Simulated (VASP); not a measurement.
# AlCu3 (P4mm) in VASP: further runs

Runs on AlCu3. Level: PBEsol. Tasks: single point.

Program: VASP 6.6.1. These are calculated values, not measurements. Logs are shortened: lines on timing, memory, paths and dates and some standing lists are left out, and cuts for length are marked.

## 1. The cell of the first run

The structure is tetragonal, space group P4mm (No. 99). The conventional cell has a = 3.632 Å, b = 3.632 Å, c = 3.632 Å, α = 90.00°, β = 90.00°, γ = 90.00°. Al (site symmetry 4mm) has 12 Cu at 2.55 to 2.58 Å within 3.4 Å. Cu (site symmetry 2mm) has 8 Cu at 2.50 to 2.64 Å and 4 Al at 2.55 to 2.58 Å within 3.3 Å. Cu (site symmetry 4mm) has 8 Cu at 2.50 to 2.64 Å and 4 Al at 2.57 Å within 3.3 Å.

## 2. Single point, PBEsol (mode 7 (198.7 1/cm) frozen in, largest displacement +0.075 Å)

INCAR reads:

```
  PREC = Accurate
  ENCUT = 520
  EDIFF = 1E-7
  ISMEAR = 0
  SIGMA = 0.15
  LREAL = F
  LASPH = T
  NELM = 100
  ALGO = Fast
  ISIF = 2
  LWAVE = F
  LCHARG = T
  GGA = PS
  LELF = T
  LVHAR = T
  NBANDS = 26
```

KPOINTS reads:

```
Automatic mesh
0
Gamma
  14 14 14
```

POSCAR reads:

```
AlCu3
1.0
    3.6318704092      0.0000000000      0.0000000000
    0.0000000000      3.6318704092      0.0000000000
    0.0000000000      0.0000000000      3.6318704092
Al Cu
1 3
Direct
    0.0136214115      0.0000000000      0.0000000000
    0.5074334426      0.5000000000      0.0000000000
    0.5074334426      0.0000000000      0.5000000000
   -0.0206505166      0.5000000000      0.5000000000
```

Potentials or basis: VASP PAW PBE potentials, release 64 (Al, Cu).

Command:

```console
$ cat potpaw_PBE.64/Al/POTCAR potpaw_PBE.64/Cu/POTCAR > POTCAR
$ mpirun -np 1 vasp_std > vasp.out
```

OUTCAR:

```text
PREC = Accurate
   ENCUT = 520
   EDIFF = 1E-7
   ISMEAR = 0
   LREAL = F
   LASPH = T
   NELM = 100
   ISIF = 2
   GGA = PS

 ion  position               nearest neighbor table
   1  0.014  0.000  0.000-   2 2.55   3 2.55   3 2.55   2 2.55   4 2.57   4 2.57   4 2.57   4 2.57
                             2 2.58   3 2.58   3 2.58   2 2.58
   2  0.507  0.500  0.000-   4 2.50   4 2.50   1 2.55   1 2.55   3 2.57   3 2.57   3 2.57   3 2.57
                             1 2.58   1 2.58   4 2.64   4 2.64
   3  0.507  0.000  0.500-   4 2.50   4 2.50   1 2.55   1 2.55   2 2.57   2 2.57   2 2.57   2 2.57
                             1 2.58   1 2.58   4 2.64   4 2.64
   4  0.979  0.500  0.500-   2 2.50   3 2.50   2 2.50   3 2.50   1 2.57   1 2.57   1 2.57   1 2.57
                             2 2.64   3 2.64   2 2.64   3 2.64

  LATTYP: Found a simple cubic cell.
 ALAT       =     3.6318704092

  Lattice vectors:

 A1 = (   3.6318704092,   0.0000000000,   0.0000000000)
 A2 = (   0.0000000000,   3.6318704092,   0.0000000000)
 A3 = (   0.0000000000,   0.0000000000,   3.6318704092)

Analysis of symmetry for initial positions (statically):
=====================================================================
 Subroutine PRICEL returns:
 Original cell was already a primitive cell.

 Routine SETGRP: Setting up the symmetry group for a
 simple cubic supercell.

 Subroutine GETGRP returns: Found  8 space group operations
 (whereof  8 operations were pure point group operations)
 out of a pool of 48 trial point group operations.

The static configuration has the point symmetry C_4v.

Analysis of symmetry for dynamics (positions and initial velocities):
=====================================================================
 Subroutine PRICEL returns:
 Original cell was already a primitive cell.

 Routine SETGRP: Setting up the symmetry group for a
 simple cubic supercell.

 Subroutine GETGRP returns: Found  8 space group operations
 (whereof  8 operations were pure point group operations)
 out of a pool of 48 trial point group operations.

The dynamic configuration has the point symmetry C_4v.

 Subroutine INISYM returns: Found  8 space group operations
 (whereof  8 operations are pure point group operations),
 and found     1 'primitive' translations

----------------------------------------------------------------------------------------

                                     Primitive cell

  volume of cell :      47.9061

  direct lattice vectors                    reciprocal lattice vectors
[... 95 lines left out ...]
   IBRION =     -1    ionic relax: 0-MD 1-quasi-New 2-CG
   NFREE  =      0    steps in history (QN), initial steepest desc. (CG)
   ISIF   =      2    stress and relaxation
   ISYM   =      2    0-nonsym 1-usesym 2-fastsym
   POTIM  = 0.5000    time-step for ionic-motion
   TEBEG  =    0.0;   TEEND  =   0.0 temperature during run
   PSTRESS=    0.0 pullay stress
   NELECT =      36.0000    total number of electrons
   NUPDOWN=      -1.0000    fix difference up-down
   EMIN   =  10.00;   EMAX   =-10.00  energy-range for DOS
   EFERMI =   0.00;   METHOD = LEGACY
   ISMEAR =     0;   SIGMA  =   0.15  broadening in eV -4-tet -1-fermi 0-gaus
   EFERMI_NEDOS =   21; number of points for ismear=-14 and -15
   IALGO  =     68    algorithm
   IMIX   =      4    mixing-type and parameters
     AMIX     =   0.40;   BMIX     =  1.00
     AMIX_MAG =   1.60;   BMIX_MAG =  1.00
  volume/ion in A,a.u.               =      11.98        80.82
  Fermi-wavevector in a.u.,A,eV,Ry     =   1.488374  2.812618 30.140391  2.215256
  Thomas-Fermi vector in A             =   2.601416
   LORBIT       =      0    0 simple, 1 ext, 2 COOP (PROOUT), +10 PAW based schemes
   GGA     = PS    functional components
   LHFCALC =     F    Hartree Fock is set to
   AEXX    =    0.0000 exact exchange contribution
   IVDW    =     0    specifies the selected vdW correction
   LEPSILON=     F    determine dielectric tensor
   LRPA    =     F    only Hartree local field effects (RPA)
 non-spin polarized calculation
 RMM-DIIS sequential band-by-band and
 Gauss-broadening in eV      SIGMA  =   0.15
  energy-cutoff  :      520.00
  volume of cell :       47.91
 maximum number of plane-waves:      1328
 NGX is ok and might be reduce to    28
   NGX = 13   NGY = 13   NGZ = 13

 number of electron      35.9999988 magnetization

 Free energy of the ion-electron system (eV)
  ---------------------------------------------------
  ext. energy  EPLUGINS =         0.00000000
  ---------------------------------------------------
  free energy    TOTEN  =       -17.74225815 eV

  energy without entropy =      -17.72836071  energy(sigma->0) =      -17.73530943

 E-fermi :   8.6409     XC(G=0): -12.4999

 val. band max:        8.6269225112   @ k =   0.0714   0.0714   0.0000
 cond. band min:       8.6423799897   @ k =   0.2857   0.0714   0.5000
 fundamental gap:      0.0154574784
 Fermi energy:         8.6409041943

 k-point     1 :       0.0000    0.0000    0.0000
  band No.  band energies     occupation
      1      -2.0943      2.00000
      2       3.1835      2.00000
      3       3.7626      2.00000
      4       3.7631      2.00000
      5       4.0249      2.00000
      6       4.0323      2.00000
[... 685 lines left out ...]
     25      18.1503      0.00000
     26      18.6207      0.00000

 [... further k-points ...]

------------------------ aborting loop because EDIFF is reached ----------------------------------------

  FORCE on cell =-STRESS in cart. coord.  units (eV):
  Direction    XX          YY          ZZ          XY          YZ          ZX
  --------------------------------------------------------------------------------------
  -------------------------------------------------------------------------------------
  Total        0.3047918      0.2964152      0.2964152      0.0000000      0.0000000      0.0000000
  in kB       10.1934880      9.9133402      9.9133402      0.0000000      0.0000000      0.0000000
  external PRESSURE =      10.0067228 kB  Pullay stress =       0.0000000 kB

 VOLUME and BASIS-vectors are now :
 -----------------------------------------------------------------------------
  energy-cutoff  :      520.00
  volume of cell :       47.91
      direct lattice vectors                 reciprocal lattice vectors
     3.631870409  0.000000000  0.000000000     0.275340221  0.000000000  0.000000000
     0.000000000  3.631870409  0.000000000     0.000000000  0.275340221  0.000000000
     0.000000000  0.000000000  3.631870409     0.000000000  0.000000000  0.275340221

 POSITION                                       TOTAL-FORCE (eV/Angst)
 -----------------------------------------------------------------------------------
      0.04947      0.00000      0.00000        -0.194553     -0.000000     -0.000000
      1.84293      1.81594      0.00000        -0.250817     -0.000000     -0.000000
      1.84293      0.00000      1.81594        -0.250817      0.000000      0.000000
      3.55687      1.81594      1.81594         0.696187      0.000000      0.000000
 -----------------------------------------------------------------------------------
    total drift:                               -0.000064     -0.000000      0.000003

  FREE ENERGIE OF THE ION-ELECTRON SYSTEM (eV)
  ---------------------------------------------------
  free  energy   TOTEN  =       -17.7422581506 eV

  energy  without entropy=      -17.7283607084  energy(sigma->0) =      -17.73530943
```

OSZICAR:

```text
N       E                     dE             d eps       ncg     rms          rms(c)
DAV:   1     0.251282532034E+03    0.25128E+03   -0.15545E+04 15416   0.217E+03
DAV:   2    -0.341781867585E+01   -0.25470E+03   -0.24383E+03 14984   0.354E+02
DAV:   3    -0.221313729435E+02   -0.18714E+02   -0.17857E+02 17094   0.135E+02
DAV:   4    -0.225501309994E+02   -0.41876E+00   -0.41747E+00 22152   0.233E+01
DAV:   5    -0.225573852536E+02   -0.72543E-02   -0.72533E-02 23190   0.242E+00    0.183E+01
RMM:   6    -0.211937800883E+02    0.13636E+01   -0.48502E+01 16998   0.106E+02    0.128E+01
RMM:   7    -0.177435636961E+02    0.34502E+01   -0.11987E+01 16376   0.550E+01    0.146E+00
RMM:   8    -0.177390409491E+02    0.45227E-02   -0.23067E-01 17894   0.735E+00    0.552E-01
RMM:   9    -0.177412680759E+02   -0.22271E-02   -0.84618E-02 18247   0.168E+00    0.225E-01
RMM:  10    -0.177417290052E+02   -0.46093E-03   -0.15006E-02 18460   0.181E+00    0.141E-01
RMM:  11    -0.177423716146E+02   -0.64261E-03   -0.57581E-03 21069   0.609E-01    0.130E-01
RMM:  12    -0.177422227008E+02    0.14891E-03   -0.11963E-03 18484   0.439E-01    0.307E-02
RMM:  13    -0.177422527017E+02   -0.30001E-04   -0.42294E-04 21042   0.192E-01    0.182E-02
RMM:  14    -0.177422591791E+02   -0.64774E-05   -0.92071E-05 22664   0.680E-02    0.160E-02
RMM:  15    -0.177422623387E+02   -0.31596E-05   -0.78482E-06 19265   0.350E-02    0.290E-02
RMM:  16    -0.177422580671E+02    0.42716E-05   -0.14187E-05 17401   0.559E-02    0.731E-03
RMM:  17    -0.177422580911E+02   -0.23982E-07   -0.24249E-06 20246   0.145E-02    0.252E-03
RMM:  18    -0.177422581506E+02   -0.59501E-07   -0.42101E-07 14605   0.517E-03
   1 F= -.17742258E+02 E0= -.17735309E+02  d E =-.138974E-01
```

Wall time 4.1 min (1 thread of AMD EPYC 9R45 (Zen 5), shared host); peak memory 0.35 GiB.

Results:

```yaml
Free_energy: -17.7423 eV
Pressure: 1.0 GPa
Largest_force: 0.696 eV/Å
Band_gap_on_the_k_mesh: zero (band 18 reaches 12.39 eV, above the bottom of band 19 at 6.80 eV)
```

Forces in eV/Å, atoms in the order of the input:
```
Al  -0.195  0.000  0.000
Cu  -0.251  0.000  0.000
Cu  -0.251  0.000  0.000
Cu   0.696  0.000  0.000
```

Caveat: the cell differs from its parent crystal (mode 7 (198.7 1/cm) frozen in, largest displacement +0.075 Å); the PAW data sets were made with another functional, which shifts forces and pressure a little.

[end of part 1 of 2]
